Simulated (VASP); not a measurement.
# Mg2Si3N in VASP: further runs, part 2 of 2

VASP 6.6.1.

**4. Relaxation of cell and atoms, PBE**

This run uses another cell than the first one, of 14.48 Å³/atom.

The input, INCAR:

```
PREC = Accurate ; ENCUT = 600
EDIFF = 1E-7 ; ISMEAR = 0
SIGMA = 0.2 ; LREAL = False
LASPH = True ; NELM = 120
ALGO = Normal ; ISIF = 3
LWAVE = False ; LCHARG = False
GGA = PE ; IBRION = 2
NSW = 36 ; EDIFFG = -0.08
GGA_COMPAT = False ; NELMIN = 4
```

The input, KPOINTS:

```
regular mesh
0
Gamma
  4 4 5
```

The input, POSCAR:

```
Mg2Si3N
1.0
    2.8020930800     -4.8479509100      0.0000000000
    2.8020930800      4.8479509100      0.0000000000
   -0.0212047000      0.0000000000      3.1971631300
Mg Si N
2 3 1
Direct
    0.6680000000      0.3320000000      0.0000000000
    0.3320000000      0.6680000000      0.0000000000
    0.0000000000      0.5000000000      0.5000000000
    0.5000000000      0.0000000000      0.5000000000
    0.5000000000      0.5000000000      0.5000000000
    0.0000000000      0.0000000000      0.0000000000
```

Potentials or basis: VASP PAW PBE potentials, release 64 (Mg, Si, N).

The run is started by

```
cat potpaw_PBE.64/Mg/POTCAR potpaw_PBE.64/Si/POTCAR potpaw_PBE.64/N/POTCAR > POTCAR
mpirun -np 1 vasp_std > vasp.out
```

OUTCAR:

```text
PREC = Accurate
   ENCUT = 600
   EDIFF = 1E-7
   ISMEAR = 0
   LREAL = False
   LASPH = True
   NELM = 120
   ISIF = 3
   GGA = PE
   IBRION = 2
   NSW = 36
   EDIFFG = -0.08
   NELMIN = 4

 ion  position               nearest neighbor table
   1  0.668  0.332  0.000-   3 2.26   4 2.26   3 2.28   4 2.28   5 2.28   5 2.28   2 3.22   2 3.22
                             2 3.26
   2  0.332  0.668  0.000-   4 2.26   3 2.26   3 2.28   4 2.28   5 2.28   5 2.28   1 3.22   1 3.22
                             1 3.26
   3  0.000  0.500  0.500-   2 2.26   1 2.26   1 2.28   2 2.28   5 2.80   5 2.80   4 2.80   4 2.80

   4  0.500  0.000  0.500-   1 2.26   2 2.26   1 2.28   2 2.28   5 2.80   5 2.80   3 2.80   3 2.80

   5  0.500  0.500  0.500-   1 2.28   2 2.28   1 2.28   2 2.28   3 2.80   4 2.80   4 2.80   3 2.80

   6  0.000  0.000  0.000-

  LATTYP: Found a base centered monoclinic cell.
 ALAT       =     5.6041861600
 B/A-ratio  =     1.7301177269
 C/A-ratio  =     0.5705080731
 COS(beta)  =    -0.0066322026

  Lattice vectors:

 A1 = (   2.8020930800,  -4.8479509100,   0.0000000000)
 A2 = (   2.8020930800,   4.8479509100,   0.0000000000)
 A3 = (  -0.0212047000,   0.0000000000,   3.1971631300)

Analysis of symmetry for initial positions (statically):
=====================================================================
 Subroutine PRICEL returns:
 Original cell was already a primitive cell.
[... 179 lines left out ...]

  energy without entropy =      -14.22098903  energy(sigma->0) =      -14.26718268

------------------------ aborting loop because EDIFF is reached ----------------------------------------

  FORCE on cell =-STRESS in cart. coord.  units (eV):
  Direction    XX          YY          ZZ          XY          YZ          ZX
  --------------------------------------------------------------------------------------
  -------------------------------------------------------------------------------------
  Total       13.7221294     12.8622048     33.7796900      0.0000000      0.0000000      0.2982941
  in kB      253.1025555    237.2413792    623.0611593      0.0000000      0.0000000      5.5019888
  external PRESSURE =     371.1350313 kB  Pullay stress =       0.0000000 kB
[... 509 lines left out ...]
      3      -3.7160      2.00000
      4      -2.4046      2.00000
      5      -1.5314      2.00000
      6      -0.1779      2.00000
      7       0.7073      2.00000
      8       1.3257      2.00000
      9       1.5044      2.00000
     10       2.1339      2.00000
     11       2.6418      1.98954
     12       3.0444      0.77436
     13       3.2675      0.06232
     14       5.2069      0.00000

 [... further k-points ...]

[... ionic steps 4 to 8 ...]

--------------------------------------- Ionic step        9  -------------------------------------------

 number of electron      20.9999997 magnetization

 E-fermi :   5.4626     XC(G=0): -10.0236
[... 492 lines left out ...]
--------------------------------------- Ionic step       11  -------------------------------------------

 number of electron      20.9999997 magnetization

 Free energy of the ion-electron system (eV)
  ---------------------------------------------------
  ext. energy  EPLUGINS =         0.00000000
  ---------------------------------------------------
  free energy    TOTEN  =       -22.42353303 eV

  energy without entropy =      -22.36382750  energy(sigma->0) =      -22.39368026

 E-fermi :   4.8841     XC(G=0):  -9.7770

 val. band max:        4.8614182898   @ k =   0.5000   0.5000   0.0000
 cond. band min:       4.9186530711   @ k =   0.2500   0.0000   0.0000
 fundamental gap:      0.0572347813
 Fermi energy:         4.8840997051
[... 441 lines left out ...]
  FREE ENERGIE OF THE ION-ELECTRON SYSTEM (eV)
  ---------------------------------------------------
  free  energy   TOTEN  =       -22.4235330298 eV

  energy  without entropy=      -22.3638274965  energy(sigma->0) =      -22.39368026

 reached required accuracy - stopping structural energy minimisation
```

Run time: 14 min. Hardware: 1 thread of Intel Xeon 8259CL, shared host; peak memory 0.29 GiB.

Results:

| Property | Result |
| --- | --- |
| Free energy | -22.4235 eV |
| Relaxed volume | 16.73 Å³/atom |
| Relaxed cell | a = 4.813 Å, b = 4.813 Å, c = 4.962 Å, α = 89.97°, β = 89.97°, γ = 119.16° |
| Space group after relaxing (to 0.1 Å) | Cmmm (No. 65) |
| Energy gained by relaxing | 1351.7 meV/atom |
| Ionic steps | 11 |
| Pressure after relaxing | -0.1 GPa |
| Largest force after relaxing | 0.029 eV/Å |
| Band gap on the k mesh | zero (an odd number of electrons rules out a gap without spin polarisation) |

Forces on the atoms (eV/Å):
```
Mg   0.000 -0.029  0.000
Mg   0.000  0.029  0.000
Si   0.000  0.000  0.000
Si   0.000  0.000  0.000
Si   0.000  0.000  0.000
N    0.000  0.000  0.000
```

The path:
```
step  energy change (eV)  largest force (eV/Å)  pressure (GPa)  volume (Å³)
   1              0.0000                0.1232           37.11        86.86
   2             -4.5100                0.0182           -4.88       135.33
   3             -4.5510                0.0150           -2.99       129.33
   4             -4.5493                0.0161           -3.53       130.92
   5             -5.6199                0.0347           -5.80       126.99
   6             -7.9177                0.1845           -5.81       109.84
   7             -7.9767                0.2254           -4.29       107.08
   8             -7.9626                0.2047           -5.01       108.30
   9             -7.9848                0.0142            5.71        94.08
  10             -8.0952                0.1174           -0.11       100.51
  11             -8.1102                0.0288           -0.05       100.36
```

Final structure:
```
CELL_PARAMETERS angstrom
2.43680 -4.15042 0.00862
2.43680 4.15042 0.00862
-0.01202 0.00000 4.96152
ATOMIC_POSITIONS crystal
Mg 0.66951 0.33049 0.00000
Mg 0.33049 0.66951 0.00000
Si 0.00000 0.50000 0.50000
Si 0.50000 0.00000 0.50000
Si 0.50000 0.50000 0.50000
N 0.00000 0.00000 0.00000
```

Caveat: the k points lie up to 0.37 Å⁻¹ apart in the final cell, too coarse for converged energies and pressures of a metal; the volume moved by over 15 % at a fixed basis, so the end points are rough.

**5. Summary**

```csv
task,cell,k mesh,gap on the mesh (eV),pressure (GPa),largest force (eV/Å)
single point,"a = 4.602, b = 4.602, c = 5.220 Å, angles 90.0, 90.0, 120.0°, 6 atoms, atomic positions A",4 × 4 × 3,none,0.0,-
single point,"a = 4.115, b = 4.115, c = 9.124 Å, angles 90.0, 90.0, 120.0°, 6 atoms, atomic positions B",4 × 4 × 3,none,-0.4,0.07
relaxation of cell and atoms,"relaxed from a = 5.599, b = 5.599, c = 3.197 Å, angles 90.2, 90.2, 119.9°, 6 atoms, atomic positions C",4 × 4 × 5,none,-0.1,0.03
```

Alike in all rows: level PBE; potentials or basis VASP PAW PBE potentials, release 64 (Mg, Si, N); no spin polarisation; cutoff (eV) 600; smearing gaussian 0.2 eV.

Caveats: all runs use coarse meshes; the volume moved by over 15 % at a fixed basis, so the end points are rough (at least some runs).

Absolute energies hang on the potentials; compare differences alone.
